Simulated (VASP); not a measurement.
The system is InAs.

```xyz
2
Lattice="0.0000 3.0180 3.0180 3.0180 0.0000 3.0180 3.0180 3.0180 0.0000" Properties=species:S:1:pos:R:3 pbc="T T T"
In    0.0000    0.0000    0.0000
As    4.5270    4.5270    4.5270
```

- Program: VASP 6.6.1
- Task: relaxation of cell and atoms
- Functional: PBE
- Dispersion: D4
- Potentials or basis: VASP PAW PBE potentials, release 64 (In_d, As)
- Cutoff: 600 eV
- k mesh: 8 × 8 × 8
- Occupations: fermi-dirac, width 0.05 eV
- Spin: no spin polarisation

At the start: pressure 2.2 GPa; volume 27.49 Å³/atom.

Q: Where does the relaxation end?

A: Over 3 steps the energy falls by 6.9 meV/atom and the volume is 28.53 Å³/atom (+3.8 %); space group F-43m (No. 216, to 0.05 Å).

The path:
| step | energy change (eV) | largest force (eV/Å) | pressure (GPa) | volume (Å³) |
| --- | --- | --- | --- | --- |
| 1 | 0.0000 | 0.0000 | 2.22 | 54.98 |
| 2 | -0.0110 | 0.0000 | -0.93 | 58.07 |
| 3 | -0.0139 | 0.0000 | 0.02 | 57.06 |

Final structure:
```cif
data_structure
_symmetry_space_group_name_H-M 'P 1'
_symmetry_Int_Tables_number 1
_cell_length_a 4.3213
_cell_length_b 4.3213
_cell_length_c 4.3213
_cell_angle_alpha 60.000
_cell_angle_beta 60.000
_cell_angle_gamma 60.000
_cell_volume 57.06
loop_
_atom_site_label
_atom_site_type_symbol
_atom_site_fract_x
_atom_site_fract_y
_atom_site_fract_z
_atom_site_occupancy
In1 In 0.00000 0.00000 0.00000 1
As1 As 0.75000 0.75000 0.75000 1
```

Caveat: pairwise dispersion overbinds metals, which lowers pressure and volume.
